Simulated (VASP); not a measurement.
# HfO2 (Fm-3m) in VASP: further runs, part 2 of 2

VASP 6.6.1. The steps go on from the part before.

## Step 3: Single point, PBE

INCAR

```
ALGO     = Normal         # electronic algorithm
EDIFF    = 1E-6           # SCF threshold, eV
ENCUT    = 600            # plane-wave cutoff, eV
GGA      = PE             # functional
GGA_COMPAT= F            
ISIF     = 2              # what is computed and relaxed
ISMEAR   = 0              # smearing method
LASPH    = T              # aspherical terms in the spheres
LCHARG   = T              # write CHGCAR
LELF     = T              # ELF
LREAL    = F              # projectors in reciprocal space
LVHAR    = T            
LWAVE    = F              # write WAVECAR
NBANDS   = 18             # bands
NELM     = 120            # most SCF steps
PREC     = Accurate       # precision mode
SIGMA    = 0.01           # smearing width, eV
```

KPOINTS

```
k-points
0
Gamma
  4 4 4
```

POSCAR

```
HfO2
1.0
    0.0000000000      2.5291823194      2.5291823194
    2.5291823194      0.0000000000      2.5291823194
    2.5291823194      2.5291823194      0.0000000000
Hf O
1 2
Direct
    0.0000000000      0.0000000000      0.0000000000
    0.2500000000      0.2500000000      0.2500000000
    0.7500000000      0.7500000000      0.7500000000
```

Potentials or basis: VASP PAW PBE potentials, release 64 (Hf_pv, O).

Launch:

```bash
> cat potpaw_PBE.64/Hf_pv/POTCAR potpaw_PBE.64/O/POTCAR > POTCAR
> mpirun -np 1 vasp_std > vasp.out
```

OUTCAR:

```text
EDIFF = 1E-6
   ENCUT = 600
   GGA = PE
   ISIF = 2
   ISMEAR = 0
   LASPH = T
   LREAL = F
   NELM = 120
   PREC = Accurate

 ion  position               nearest neighbor table
   1  0.000  0.000  0.000-   3 2.19   3 2.19   3 2.19   2 2.19   2 2.19   2 2.19   3 2.19   2 2.19

   2  0.250  0.250  0.250-   1 2.19   1 2.19   1 2.19   1 2.19
   3  0.750  0.750  0.750-   1 2.19   1 2.19   1 2.19   1 2.19

  LATTYP: Found a face centered cubic cell.
 ALAT       =     5.0583646388

  Lattice vectors:

 A1 = (   0.0000000000,   2.5291823194,   2.5291823194)
 A2 = (   2.5291823194,   0.0000000000,   2.5291823194)
 A3 = (   2.5291823194,   2.5291823194,   0.0000000000)

Analysis of symmetry for initial positions (statically):
=====================================================================
 Subroutine PRICEL returns:
 Original cell was already a primitive cell.

 Routine SETGRP: Setting up the symmetry group for a
 face centered cubic supercell.

 Subroutine GETGRP returns: Found 48 space group operations
 (whereof 48 operations were pure point group operations)
 out of a pool of 48 trial point group operations.

The static configuration has the point symmetry O_h .

Analysis of symmetry for dynamics (positions and initial velocities):
=====================================================================
 Subroutine PRICEL returns:
 Original cell was already a primitive cell.

 Routine SETGRP: Setting up the symmetry group for a
 face centered cubic supercell.

 Subroutine GETGRP returns: Found 48 space group operations
 (whereof 48 operations were pure point group operations)
 out of a pool of 48 trial point group operations.

The dynamic configuration has the point symmetry O_h .

 Subroutine INISYM returns: Found 48 space group operations
 (whereof 48 operations are pure point group operations),
 and found     1 'primitive' translations

----------------------------------------------------------------------------------------

                                     Primitive cell

  volume of cell :      32.3572

  direct lattice vectors                    reciprocal lattice vectors
     0.000000000  2.529182319  2.529182319    -0.197692351  0.197692351  0.197692351
     2.529182319  0.000000000  2.529182319     0.197692351 -0.197692351  0.197692351
     2.529182319  2.529182319  0.000000000     0.197692351  0.197692351 -0.197692351

  length of vectors
     3.576803938  3.576803938  3.576803938     0.342413197  0.342413197  0.342413197

  position of ions in fractional coordinates (direct lattice)
     0.000000000  0.000000000  0.000000000
     0.250000000  0.250000000  0.250000000
     0.750000000  0.750000000  0.750000000

  ion indices of the primitive-cell ions
   primitive index   ion index
                 1           1
                 2           2
                 3           3

----------------------------------------------------------------------------------------

 KPOINTS: k-points

Automatic generation of k-mesh.
 Grid dimensions read from file:
 generate k-points for:    4    4    4

 Generating k-lattice:

  Cartesian coordinates                     Fractional coordinates (reciprocal lattice)
    -0.049423088  0.049423088  0.049423088     0.250000000  0.000000000  0.000000000
     0.049423088 -0.049423088  0.049423088     0.000000000  0.250000000  0.000000000
     0.049423088  0.049423088 -0.049423088     0.000000000  0.000000000  0.250000000

  Length of vectors
     0.085603299  0.085603299  0.085603299

  Shift w.r.t. Gamma in fractional coordinates (k-lattice)
     0.000000000  0.000000000  0.000000000

 Subroutine IBZKPT returns following result:
 ===========================================

 Found      8 irreducible k-points:

 Following reciprocal coordinates:
            Coordinates               Weight
  0.000000  0.000000  0.000000      1.000000
  0.250000  0.000000  0.000000      8.000000
  0.500000  0.000000  0.000000      4.000000
  0.250000  0.250000  0.000000      6.000000
  0.500000  0.250000  0.000000     24.000000
 -0.250000  0.250000  0.000000     12.000000
  0.500000  0.500000  0.000000      3.000000
 -0.250000  0.500000  0.250000      6.000000
   k-points           NKPTS =      8   k-points in BZ     NKDIM =      8   number of bands    NBANDS=     18
   number of dos      NEDOS =    301   number of ions     NIONS =      3
   total plane-waves  NPLWV =  27000
   dimension x,y,z NGX =    30 NGY =   30 NGZ =   30
   dimension x,y,z NGXF=    60 NGYF=   60 NGZF=   60
   ions per type =               1   2
   NGX,Y,Z   is equivalent  to a cutoff of  13.94, 13.94, 13.94 a.u.
   NGXF,Y,Z  is equivalent  to a cutoff of  27.89, 27.89, 27.89 a.u.
 SYSTEM =  unknown system
   PREC   = accura    normal or accurate (medium, high low for compatibility)
   ISTART =      0    job   : 0-new  1-cont  2-samecut
   ICHARG =      2    charge: 1-file 2-atom 10-const
   ISPIN  =      1    spin polarized calculation?
   LNONCOLLINEAR =      F non collinear calculations
   LSORBIT =      F    spin-orbit coupling
   LASPH  =      T    aspherical Exc in radial PAW
   ENCUT  =  600.0 eV  44.10 Ry    6.64 a.u.   7.14  7.14  7.14*2*pi/ulx,y,z
   NELM   =    120;   NELMIN=  2; NELMDL= -5     # of ELM steps
   EDIFF  = 0.1E-05   stopping-criterion for ELM
   LREAL  =      F    real-space projection
   EDIFFG = 0.1E-04   stopping-criterion for IOM
   NSW    =      0    number of steps for IOM
   IBRION =     -1    ionic relax: 0-MD 1-quasi-New 2-CG
   NFREE  =      0    steps in history (QN), initial steepest desc. (CG)
   ISIF   =      2    stress and relaxation
   ISYM   =      2    0-nonsym 1-usesym 2-fastsym
   POTIM  = 0.5000    time-step for ionic-motion
   TEBEG  =    0.0;   TEEND  =   0.0 temperature during run
   PSTRESS=    0.0 pullay stress
   NELECT =      22.0000    total number of electrons
   NUPDOWN=      -1.0000    fix difference up-down
   EMIN   =  10.00;   EMAX   =-10.00  energy-range for DOS
   EFERMI =   0.00;   METHOD = LEGACY
   ISMEAR =     0;   SIGMA  =   0.01  broadening in eV -4-tet -1-fermi 0-gaus
   EFERMI_NEDOS =   21; number of points for ismear=-14 and -15
   IALGO  =     38    algorithm
   IMIX   =      4    mixing-type and parameters
     AMIX     =   0.40;   BMIX     =  1.00
     AMIX_MAG =   1.60;   BMIX_MAG =  1.00
  volume/ion in A,a.u.               =      10.79        72.79
  Fermi-wavevector in a.u.,A,eV,Ry     =   1.439546  2.720348 28.195259  2.072293
  Thomas-Fermi vector in A             =   2.558390
   LORBIT       =      0    0 simple, 1 ext, 2 COOP (PROOUT), +10 PAW based schemes
   GGA     = PE    functional components
   LHFCALC =     F    Hartree Fock is set to
   AEXX    =    0.0000 exact exchange contribution
   IVDW    =     0    specifies the selected vdW correction
   LEPSILON=     F    determine dielectric tensor
   LRPA    =     F    only Hartree local field effects (RPA)
 non-spin polarized calculation
 Gauss-broadening in eV      SIGMA  =   0.01
  energy-cutoff  :      600.00
  volume of cell :       32.36
 maximum number of plane-waves:      1106
 NGX is ok and might be reduce to    30
   NGX = 15   NGY = 15   NGZ = 15

 number of electron      21.9999998 magnetization

 Free energy of the ion-electron system (eV)
  ---------------------------------------------------
  ext. energy  EPLUGINS =         0.00000000
  ---------------------------------------------------
  free energy    TOTEN  =       -30.25069743 eV

  energy without entropy =      -30.25069743  energy(sigma->0) =      -30.25069743

 E-fermi :   4.4308     XC(G=0): -11.8752

 val. band max:        4.3363733591   @ k =   0.5000   0.5000   0.0000
 cond. band min:       8.1579106137   @ k =   0.5000   0.5000   0.0000
 fundamental gap:      3.8215372546
 Fermi energy:         4.4308169515

 k-point     1 :       0.0000    0.0000    0.0000
  band No.  band energies     occupation
      1     -25.3181      2.00000
      2     -25.3181      2.00000
      3     -25.3181      2.00000
      4     -14.4378      2.00000
      5     -11.3712      2.00000
      6      -1.0482      2.00000
[... 10 lines left out ...]
     17      14.8459      0.00000
     18      17.9081      0.00000
[... 127 lines left out ...]
 k-point     8 :      -0.2500    0.5000    0.2500
  band No.  band energies     occupation
      1     -25.6212      2.00000
      2     -25.6212      2.00000
      3     -25.4471      2.00000
      4     -12.4512      2.00000
      5     -12.4512      2.00000
      6      -0.9907      2.00000
[... 10 lines left out ...]
     17      17.2908      0.00000
     18      17.8201      0.00000

------------------------ aborting loop because EDIFF is reached ----------------------------------------

  FORCE on cell =-STRESS in cart. coord.  units (eV):
  Direction    XX          YY          ZZ          XY          YZ          ZX
  --------------------------------------------------------------------------------------
  -------------------------------------------------------------------------------------
  Total        0.3809872      0.3809872      0.3809872      0.0000000      0.0000000     -0.0000000
  in kB       18.8647265     18.8647265     18.8647265      0.0000000      0.0000000     -0.0000000
  external PRESSURE =      18.8647265 kB  Pullay stress =       0.0000000 kB

 VOLUME and BASIS-vectors are now :
 -----------------------------------------------------------------------------
  energy-cutoff  :      600.00
  volume of cell :       32.36
      direct lattice vectors                 reciprocal lattice vectors
     0.000000000  2.529182319  2.529182319    -0.197692351  0.197692351  0.197692351
     2.529182319  0.000000000  2.529182319     0.197692351 -0.197692351  0.197692351
     2.529182319  2.529182319  0.000000000     0.197692351  0.197692351 -0.197692351

 POSITION                                       TOTAL-FORCE (eV/Angst)
 -----------------------------------------------------------------------------------
      0.00000      0.00000      0.00000         0.000000      0.000000     -0.000000
      1.26459      1.26459      1.26459        -0.000000     -0.000000     -0.000000
      3.79377      3.79377      3.79377        -0.000000      0.000000      0.000000
 -----------------------------------------------------------------------------------
    total drift:                                0.000000     -0.000000      0.000000

  FREE ENERGIE OF THE ION-ELECTRON SYSTEM (eV)
  ---------------------------------------------------
  free  energy   TOTEN  =       -30.2506974316 eV

  energy  without entropy=      -30.2506974316  energy(sigma->0) =      -30.25069743
```

Wall time 18 s (1 thread of Intel Xeon 8259CL, shared host); peak memory 0.17 GiB.

What came out:

- Free energy: -30.2507 eV
- Pressure: 1.9 GPa
- Band gap on the k mesh: 3.82 eV, direct

Caveat: the k points lie up to 0.54 Å⁻¹ apart; spin-orbit coupling is left out, which moves the levels of the heavy elements. A k mesh can miss the band edges.
